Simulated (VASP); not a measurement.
Wanted: the native input for a VASP 6.6.1 run.

```
Task                   : single point
Functional             : PBEsol
Potentials or basis    : VASP PAW PBE potentials, release 64 (W_sv)
Cutoff                 : 500 eV
k mesh                 : 22 × 22 × 22
Occupations            : gaussian, width 0.15 eV
Spin                   : no spin polarisation
Dipole correction      : no
Further INCAR settings : ALGO = Normal; EDIFF = 1e-06; NBANDS = 13
```

The structure of W lies in POSCAR:

```
W
1.0
    0.0000000000      1.9654739297      2.1233014863
    1.9654739297      0.0000000000      2.1233014863
    1.9654739297      1.9654739297      0.0000000000
W
1
Direct
    0.0000000000      0.0000000000      0.0000000000
```

One way to write it, as run:

INCAR

```
SYSTEM = W
PREC = Accurate ; ENCUT = 500
EDIFF = 1E-6 ; ISMEAR = 0
SIGMA = 0.15 ; LREAL = .False.
LASPH = .True. ; NELM = 120
ALGO = Normal ; ISIF = 2
LWAVE = .False. ; LCHARG = .False.
GGA = PS ; NBANDS = 13
GGA_COMPAT = .False.
```

KPOINTS

```
Automatic mesh
0
Gamma
  22 22 22
  0 0 0
```

Potentials or basis: VASP PAW PBE potentials, release 64 (W_sv).

Command:

```sh
$ cat potpaw_PBE.64/W_sv/POTCAR > POTCAR
$ mpirun -np 1 vasp_std > vasp.out
```

It gave:

- Pressure: -7.1 GPa
- Band gap on the k mesh: zero (bands 7 and 8 overlap by 3.97 eV)

Caveat: the cell stands under tension; the PAW data sets were made with another functional, which shifts forces and pressure a little; spin-orbit coupling is left out, which moves the levels of the heavy elements.

Run time: 2 min on 1 thread of Intel(R) Xeon(R) Platinum 8259CL CPU @ 2.50GHz (Skylake/Cascade Lake), with other jobs on the host, peak memory 0.27 GiB.
